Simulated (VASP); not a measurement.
# Sb2S3 (Pnma) in VASP: notebook

Sb2S3 is run at these levels: PBE+D3(BJ), PBE; tasks: single point.

Everything below comes from runs of VASP 6.6.1. Logs are shortened: lines on timing, memory, paths and dates and some standing lists are left out, and cuts for length are marked.

## 1. The cell of the first run

Symmetry: Pnma, No. 62, orthorhombic system. Conventional cell: a = 11.177 Å, b = 3.845 Å, c = 10.934 Å, α = 90.00°, β = 90.00°, γ = 90.00°. Sb (site symmetry m) has 7 S at 2.50 to 3.29 Å within 3.3 Å. Within 3.5 Å of Sb (site symmetry m) lie 7 S at 2.57 to 3.47 Å. Within 4.0 Å of S (site symmetry m) lie 5 Sb at 2.57 to 3.29 Å and 9 S at 3.31 to 3.96 Å. S (site symmetry m) has 5 Sb at 2.50 to 3.02 Å within 3.3 Å. Within 3.6 Å of S (site symmetry m) lie 4 Sb at 2.57 to 3.47 Å and 5 S at 3.31 to 3.57 Å.

## 2. Single point, PBE+D3(BJ)

INCAR

```
SYSTEM = Sb2S3
  ALGO = Normal
  EDIFF = 1E-6
  ENCUT = 500
  GGA = PE
  GGA_COMPAT = .False.
  ISIF = 2
  ISMEAR = -1
  IVDW = 12
  LASPH = .True.
  LCHARG = .False.
  LREAL = .False.
  LWAVE = .False.
  NBANDS = 72
  NELM = 120
  PREC = Accurate
  SIGMA = 0.02
```

KPOINTS

```
k-points
0
Gamma
  2 6 2
  0 0 0
```

POSCAR

```
Sb2S3
1.0
   11.1774834106      0.0000000000      0.0000000000
    0.0000000000      3.8445788696      0.0000000000
    0.0000000000      0.0000000000     10.9344723320
Sb S
8 12
Direct
    0.8457027209      0.7500000000      0.4656159244
    0.1542972791      0.2500000000      0.5343840756
    0.6542972791      0.2500000000      0.9656159244
    0.3457027209      0.7500000000      0.0343840756
    0.9786884790      0.2500000000      0.1736684319
    0.0213115210      0.7500000000      0.8263315681
    0.5213115210      0.7500000000      0.6736684319
    0.4786884790      0.2500000000      0.3263315681
    0.8753146501      0.7500000000      0.0585265947
    0.1246853499      0.2500000000      0.9414734053
    0.6246853499      0.2500000000      0.5585265947
    0.3753146501      0.7500000000      0.4414734053
    0.0504208758      0.7500000000      0.3731493143
    0.9495791242      0.2500000000      0.6268506857
    0.4495791242      0.2500000000      0.8731493143
    0.5504208758      0.7500000000      0.1268506857
    0.2888350592      0.2500000000      0.1937125974
    0.7111649408      0.7500000000      0.8062874026
    0.2111649408      0.7500000000      0.6937125974
    0.7888350592      0.2500000000      0.3062874026
```

Potentials or basis: VASP PAW PBE potentials, release 64 (Sb, S).

On the command line:

```console
> cat potpaw_PBE.64/Sb/POTCAR potpaw_PBE.64/S/POTCAR > POTCAR
> mpirun -np 1 vasp_std > vasp.out
```

OUTCAR:

```text
SYSTEM = Sb2S3
   EDIFF = 1E-6
   ENCUT = 500
   GGA = PE
   ISIF = 2
   ISMEAR = -1
   IVDW = 12
   LASPH = .True.
   LREAL = .False.
   NELM = 120
   PREC = Accurate
 IVDW          = 12

 ion  position               nearest neighbor table
   1  0.846  0.750  0.466-  13 2.50  20 2.67  20 2.67  14 2.86  14 2.86
   2  0.154  0.250  0.534-  14 2.50  19 2.67  19 2.67  13 2.86  13 2.86
   3  0.654  0.250  0.966-  15 2.50  18 2.67  18 2.67  16 2.86  16 2.86
   4  0.346  0.750  0.034-  16 2.50  17 2.67  17 2.67  15 2.86  15 2.86
   5  0.979  0.250  0.174-  20 2.57   9 2.57   9 2.57  13 3.02  13 3.02  10 3.02
   6  0.021  0.750  0.826-  19 2.57  10 2.57  10 2.57  14 3.02  14 3.02   9 3.02
   7  0.521  0.750  0.674-  18 2.57  11 2.57  11 2.57  15 3.02  15 3.02  12 3.02
   8  0.479  0.250  0.326-  17 2.57  12 2.57  12 2.57  16 3.02  16 3.02  11 3.02
   9  0.875  0.750  0.059-   5 2.57   5 2.57   6 3.02
  10  0.125  0.250  0.941-   6 2.57   6 2.57   5 3.02
  11  0.625  0.250  0.559-   7 2.57   7 2.57   8 3.02
  12  0.375  0.750  0.441-   8 2.57   8 2.57   7 3.02
  13  0.050  0.750  0.373-   1 2.50   2 2.86   2 2.86   5 3.02   5 3.02
  14  0.950  0.250  0.627-   2 2.50   1 2.86   1 2.86   6 3.02   6 3.02
  15  0.450  0.250  0.873-   3 2.50   4 2.86   4 2.86   7 3.02   7 3.02
  16  0.550  0.750  0.127-   4 2.50   3 2.86   3 2.86   8 3.02   8 3.02
  17  0.289  0.250  0.194-   8 2.57   4 2.67   4 2.67
  18  0.711  0.750  0.806-   7 2.57   3 2.67   3 2.67
  19  0.211  0.750  0.694-   6 2.57   2 2.67   2 2.67
  20  0.789  0.250  0.306-   5 2.57   1 2.67   1 2.67

  LATTYP: Found a simple orthorhombic cell.
 ALAT       =     3.8445788696
 B/A-ratio  =     2.8441274592
 C/A-ratio  =     2.9073362232

  Lattice vectors:

 A1 = (   0.0000000000,   3.8445788696,   0.0000000000)
 A2 = (   0.0000000000,   0.0000000000,  10.9344723320)
 A3 = (  11.1774834106,   0.0000000000,   0.0000000000)

Analysis of symmetry for initial positions (statically):
=====================================================================
 Subroutine PRICEL returns:
 Original cell was already a primitive cell.

 Routine SETGRP: Setting up the symmetry group for a
 simple orthorhombic supercell.

 Subroutine GETGRP returns: Found  8 space group operations
 (whereof  2 operations were pure point group operations)
 out of a pool of  8 trial point group operations.

The static configuration has the point symmetry S_2 .
 The point group associated with its full space group is D_2h.

Analysis of symmetry for dynamics (positions and initial velocities):
=====================================================================
 Subroutine PRICEL returns:
 Original cell was already a primitive cell.

 Routine SETGRP: Setting up the symmetry group for a
 simple orthorhombic supercell.

 Subroutine GETGRP returns: Found  8 space group operations
 (whereof  2 operations were pure point group operations)
 out of a pool of  8 trial point group operations.

The dynamic configuration has the point symmetry S_2 .
 The point group associated with its full space group is D_2h.

 Subroutine INISYM returns: Found  8 space group operations
 (whereof  2 operations are pure point group operations),
 and found     1 'primitive' translations

----------------------------------------------------------------------------------------

                                     Primitive cell

  volume of cell :     469.8840

  direct lattice vectors                    reciprocal lattice vectors
    11.177483411  0.000000000  0.000000000     0.089465577  0.000000000  0.000000000
     0.000000000  3.844578870  0.000000000     0.000000000  0.260106512  0.000000000
     0.000000000  0.000000000 10.934472332     0.000000000  0.000000000  0.091453887

  length of vectors
    11.177483411  3.844578870 10.934472332     0.089465577  0.260106512  0.091453887

  position of ions in fractional coordinates (direct lattice)
     0.845702721  0.750000000  0.465615924
     0.154297279  0.250000000  0.534384076
     0.654297279  0.250000000  0.965615924
     0.345702721  0.750000000  0.034384076
     0.978688479  0.250000000  0.173668432
     0.021311521  0.750000000  0.826331568
[... 12 lines left out ...]
     0.211164941  0.750000000  0.693712597
     0.788835059  0.250000000  0.306287403

  ion indices of the primitive-cell ions
   primitive index   ion index
                 1           1
                 2           2
                 3           3
                 4           4
                 5           5
                 6           6
[... 12 lines left out ...]
                19          19
                20          20

----------------------------------------------------------------------------------------

 KPOINTS: k-points

Automatic generation of k-mesh.
 Grid dimensions read from file:
 generate k-points for:    2    6    2

 Generating k-lattice:

  Cartesian coordinates                     Fractional coordinates (reciprocal lattice)
     0.044732788  0.000000000  0.000000000     0.500000000  0.000000000  0.000000000
     0.000000000  0.043351085  0.000000000     0.000000000  0.166666667  0.000000000
     0.000000000  0.000000000  0.045726944     0.000000000  0.000000000  0.500000000

  Length of vectors
     0.044732788  0.043351085  0.045726944

  Shift w.r.t. Gamma in fractional coordinates (k-lattice)
     0.000000000  0.000000000  0.000000000

 Subroutine IBZKPT returns following result:
 ===========================================

 Found     16 irreducible k-points:

 Following reciprocal coordinates:
            Coordinates               Weight
  0.000000  0.000000  0.000000      1.000000
  0.500000  0.000000  0.000000      1.000000
  0.000000  0.166667  0.000000      2.000000
  0.500000  0.166667  0.000000      2.000000
  0.000000  0.333333  0.000000      2.000000
  0.500000  0.333333  0.000000      2.000000
[... 8 lines left out ...]
  0.000000  0.500000  0.500000      1.000000
  0.500000  0.500000  0.500000      1.000000
   k-points           NKPTS =     16   k-points in BZ     NKDIM =     16   number of bands    NBANDS=     72
   number of dos      NEDOS =    301   number of ions     NIONS =     20
   total plane-waves  NPLWV = 188160
   dimension x,y,z NGX =    84 NGY =   28 NGZ =   80
   dimension x,y,z NGXF=   168 NGYF=   56 NGZF=  160
   ions per type =               8  12
   NGX,Y,Z   is equivalent  to a cutoff of  12.49, 12.11, 12.16 a.u.
   NGXF,Y,Z  is equivalent  to a cutoff of  24.99, 24.22, 24.33 a.u.
 SYSTEM =  Sb2S3
   PREC   = accura    normal or accurate (medium, high low for compatibility)
   ISTART =      0    job   : 0-new  1-cont  2-samecut
   ICHARG =      2    charge: 1-file 2-atom 10-const
   ISPIN  =      1    spin polarized calculation?
   LNONCOLLINEAR =      F non collinear calculations
   LSORBIT =      F    spin-orbit coupling
   LASPH  =      T    aspherical Exc in radial PAW
   ENCUT  =  500.0 eV  36.75 Ry    6.06 a.u.  20.38  7.01 19.94*2*pi/ulx,y,z
   NELM   =    120;   NELMIN=  2; NELMDL= -5     # of ELM steps
   EDIFF  = 0.1E-05   stopping-criterion for ELM
   LREAL  =      F    real-space projection
   EDIFFG = 0.1E-04   stopping-criterion for IOM
   NSW    =      0    number of steps for IOM
   IBRION =     -1    ionic relax: 0-MD 1-quasi-New 2-CG
   NFREE  =      0    steps in history (QN), initial steepest desc. (CG)
   ISIF   =      2    stress and relaxation
   ISYM   =      2    0-nonsym 1-usesym 2-fastsym
   POTIM  = 0.5000    time-step for ionic-motion
   TEBEG  =    0.0;   TEEND  =   0.0 temperature during run
   PSTRESS=    0.0 pullay stress
   NELECT =     112.0000    total number of electrons
   NUPDOWN=      -1.0000    fix difference up-down
   EMIN   =  10.00;   EMAX   =-10.00  energy-range for DOS
   EFERMI =   0.00;   METHOD = LEGACY
   ISMEAR =    -1;   SIGMA  =   0.02  broadening in eV -4-tet -1-fermi 0-gaus
   EFERMI_NEDOS =   21; number of points for ismear=-14 and -15
   IALGO  =     38    algorithm
   IMIX   =      4    mixing-type and parameters
     AMIX     =   0.40;   BMIX     =  1.00
     AMIX_MAG =   1.60;   BMIX_MAG =  1.00
  volume/ion in A,a.u.               =      23.49       158.55
  Fermi-wavevector in a.u.,A,eV,Ry     =   1.015042  1.918151 14.018219  1.030310
  Thomas-Fermi vector in A             =   2.148305
   LORBIT       =      0    0 simple, 1 ext, 2 COOP (PROOUT), +10 PAW based schemes
   GGA     = PE    functional components
   LHFCALC =     F    Hartree Fock is set to
   AEXX    =    0.0000 exact exchange contribution
   IVDW    =    12    specifies the selected vdW correction
   LEPSILON=     F    determine dielectric tensor
   LRPA    =     F    only Hartree local field effects (RPA)
 non-spin polarized calculation
  energy-cutoff  :      500.00
  volume of cell :      469.88
 maximum number of plane-waves:     12016
 NGX is ok and might be reduce to    84
   NGX = 41   NGY = 15   NGZ = 39

 number of electron     111.9999987 magnetization

 Free energy of the ion-electron system (eV)
  ---------------------------------------------------
  ext. energy  EPLUGINS =         0.00000000
  ---------------------------------------------------
  free energy    TOTEN  =       -87.39406839 eV

  energy without entropy =      -87.39406839  energy(sigma->0) =      -87.39406839

 E-fermi :   6.1225     XC(G=0):  -9.6365

 val. band max:        5.6969476178   @ k =   0.0000   0.0000   0.0000
 cond. band min:       6.9125389773   @ k =   0.0000   0.0000   0.0000
 fundamental gap:      1.2155913595
 Fermi energy:         6.1224728113

 k-point     1 :       0.0000    0.0000    0.0000
  band No.  band energies     occupation
      1      -8.6862      2.00000
      2      -8.3382      2.00000
      3      -7.8940      2.00000
      4      -7.7888      2.00000
      5      -7.7340      2.00000
      6      -7.4408      2.00000
[... 60 lines left out ...]
     67       8.4807      0.00000
     68       8.5712      0.00000
[... 1063 lines left out ...]
     67       9.1388      0.00000
     68       9.1388      0.00000
 [bands above 68 left out]

------------------------ aborting loop because EDIFF is reached ----------------------------------------

 Edisp (eV)   -7.60657

 E8    (eV) :    -3.1516

  FORCE on cell =-STRESS in cart. coord.  units (eV):
  Direction    XX          YY          ZZ          XY          YZ          ZX
  --------------------------------------------------------------------------------------
  -------------------------------------------------------------------------------------
  Total      -0.29749    -0.50847    -0.41840     0.00000    -0.00000     0.00000
  in kB      -1.01437    -1.73376    -1.42662     0.00000    -0.00000     0.00000
  external pressure =       -1.39 kB  Pullay stress =        0.00 kB

 VOLUME and BASIS-vectors are now :
 -----------------------------------------------------------------------------
  energy-cutoff  :      500.00
  volume of cell :      469.88
      direct lattice vectors                 reciprocal lattice vectors
    11.177483411  0.000000000  0.000000000     0.089465577  0.000000000  0.000000000
     0.000000000  3.844578870  0.000000000     0.000000000  0.260106512  0.000000000
     0.000000000  0.000000000 10.934472332     0.000000000  0.000000000  0.091453887

 POSITION                                       TOTAL-FORCE (eV/Angst)
 -----------------------------------------------------------------------------------
      9.45283      2.88343      5.09126         0.005725      0.000000      0.002995
      1.72466      0.96114      5.84321        -0.005725      0.000000     -0.002995
      7.31340      0.96114     10.55850        -0.005725     -0.000000      0.002995
      3.86409      2.88343      0.37597         0.005725      0.000000     -0.002995
     10.93927      0.96114      1.89897         0.006192     -0.000000      0.011959
      0.23821      2.88343      9.03550        -0.006192      0.000000     -0.011959
[... 12 lines left out ...]
      2.36029      2.88343      7.58538        -0.000730     -0.000000      0.001364
      8.81719      0.96114      3.34909         0.000730      0.000000     -0.001364
 -----------------------------------------------------------------------------------
    total drift:                                0.000000     -0.000000      0.000000

  FREE ENERGIE OF THE ION-ELECTRON SYSTEM (eV)
  ---------------------------------------------------
  free  energy   TOTEN  =       -95.0006370863 eV

  energy  without entropy=      -95.0006370862  energy(sigma->0) =      -95.00063709
```

Run time: 5.2 min. Hardware: 1 thread of Intel Xeon 6975P-C (Granite Rapids), shared host; peak memory 0.67 GiB.

Results:

```
Free energy                : -95.0006 eV
Pressure                   : -0.1 GPa
Largest force              : 0.013 eV/Å
Band gap on the k mesh     : 1.22 eV
Dispersion energy per atom : -0.380 eV
```

Forces on the atoms (eV/Å):
```
Sb   0.006  0.000  0.003
Sb  -0.006  0.000 -0.003
Sb  -0.006  0.000  0.003
Sb   0.006  0.000 -0.003
Sb   0.006  0.000  0.012
Sb  -0.006  0.000 -0.012
Sb  -0.006  0.000  0.012
Sb   0.006  0.000 -0.012
S   -0.008  0.000 -0.004
S    0.008  0.000  0.004
S    0.008  0.000 -0.004
S   -0.008  0.000  0.004
S    0.006  0.000 -0.004
S   -0.006  0.000  0.004
S   -0.006  0.000 -0.004
S    0.006  0.000  0.004
S    0.001  0.000  0.001
S   -0.001  0.000 -0.001
S   -0.001  0.000  0.001
S    0.001  0.000 -0.001
```

Caveat: spin-orbit coupling is left out, which moves the levels of the heavy elements.

## 3. Single point, PBE

This run uses another cell than the first one, of 24.70 Å³/atom.

INCAR

```
SYSTEM = Sb2S3
PREC = Accurate ; ENCUT = 500
EDIFF = 1E-6 ; ISMEAR = -1
SIGMA = 0.02 ; LREAL = .False.
LASPH = .True. ; NELM = 120
ALGO = Normal ; ISIF = 2
LWAVE = .False. ; LCHARG = .True.
GGA = PE ; LELF = .True.
LVHAR = .True. ; NBANDS = 72
GGA_COMPAT = .False.
```

KPOINTS

```
regular mesh
0
Gamma
  2 6 2
  0 0 0
```

POSCAR

```
Sb2S3
1.0
   11.4742503611      0.0000000000      0.0000000000
    0.0000000000      3.8416509770      0.0000000000
    0.0000000000      0.0000000000     11.2061015322
Sb S
8 12
Direct
    0.8524507075      0.7500000000      0.4651344503
    0.1475492925      0.2500000000      0.5348655497
    0.6475492925      0.2500000000      0.9651344503
    0.3524507075      0.7500000000      0.0348655497
    0.9711746733      0.2500000000      0.1734027053
    0.0288253267      0.7500000000      0.8265972947
    0.5288253267      0.7500000000      0.6734027053
    0.4711746733      0.2500000000      0.3265972947
    0.8759922947      0.7500000000      0.0609187025
    0.1240077053      0.2500000000      0.9390812975
    0.6240077053      0.2500000000      0.5609187025
    0.3759922947      0.7500000000      0.4390812975
    0.0495693771      0.7500000000      0.3774422728
    0.9504306229      0.2500000000      0.6225577272
    0.4504306229      0.2500000000      0.8774422728
    0.5495693771      0.7500000000      0.1225577272
    0.2952777587      0.2500000000      0.1909133329
    0.7047222413      0.7500000000      0.8090866671
    0.2047222413      0.7500000000      0.6909133329
    0.7952777587      0.2500000000      0.3090866671
```

Potentials or basis: VASP PAW PBE potentials, release 64 (Sb, S).

On the command line:

```console
> cat potpaw_PBE.64/Sb/POTCAR potpaw_PBE.64/S/POTCAR > POTCAR
> mpirun -np 1 vasp_std > vasp.out
```

Run time: 5.7 min. Hardware: 1 thread of Intel Xeon 6975P-C (Granite Rapids), shared host; peak memory 0.69 GiB.

The run converged. Its results:

| Quantity | Value |
| --- | --- |
| Free energy | -87.6256 eV |
| Pressure | 2.0 GPa |
| Largest force | 0.265 eV/Å |
| Band gap on the k mesh | 1.29 eV (least direct gap 1.37 eV) |

Forces on the atoms (eV/Å):
```
Sb  -0.141  0.000  0.119
Sb   0.141  0.000 -0.119
Sb   0.141  0.000  0.119
Sb  -0.141  0.000 -0.119
Sb   0.245  0.000  0.101
Sb  -0.245  0.000 -0.101
Sb  -0.245  0.000  0.101
Sb   0.245  0.000 -0.101
S   -0.146  0.000 -0.180
S    0.146  0.000  0.180
S    0.146  0.000 -0.180
S   -0.146  0.000  0.180
S    0.150  0.000 -0.162
S   -0.150  0.000  0.162
S   -0.150  0.000 -0.162
S    0.150  0.000  0.162
S   -0.166  0.000 -0.018
S    0.166  0.000  0.018
S    0.166  0.000 -0.018
S   -0.166  0.000  0.018
```

Stress tensor (GPa, compression positive):
```
2.30 0.00 0.00
0.00 2.02 0.00
0.00 0.00 1.82
```

Levels at points of the mesh, in eV from the valence-band top:
```tsv
k point	band 53	band 54	band 55	band 56	band 57	band 58	band 59	band 60
(0.00, 0.00, 0.00)	-0.22	-0.19	-0.16	0.00	1.46	1.54	1.58	1.79
(0.50, 0.00, 0.00)	-0.19	-0.19	-0.03	-0.03	1.52	1.52	1.78	1.78
(0.00, 0.50, 0.00)	-0.63	-0.63	-0.21	-0.21	2.20	2.20	2.29	2.29
(0.50, 0.50, 0.00)	-0.43	-0.43	-0.43	-0.43	2.26	2.26	2.26	2.26
(0.00, 0.00, 0.50)	-0.20	-0.20	-0.09	-0.09	1.29	1.29	2.13	2.13
(0.50, 0.00, 0.50)	-0.33	-0.33	-0.26	-0.26	1.32	1.32	2.11	2.11
(0.00, 0.50, 0.50)	-0.74	-0.74	-0.50	-0.50	1.89	1.89	2.17	2.17
(0.50, 0.50, 0.50)	-0.77	-0.77	-0.77	-0.77	2.10	2.10	2.10	2.10
```

Caveat: spin-orbit coupling is left out, which moves the levels of the heavy elements.
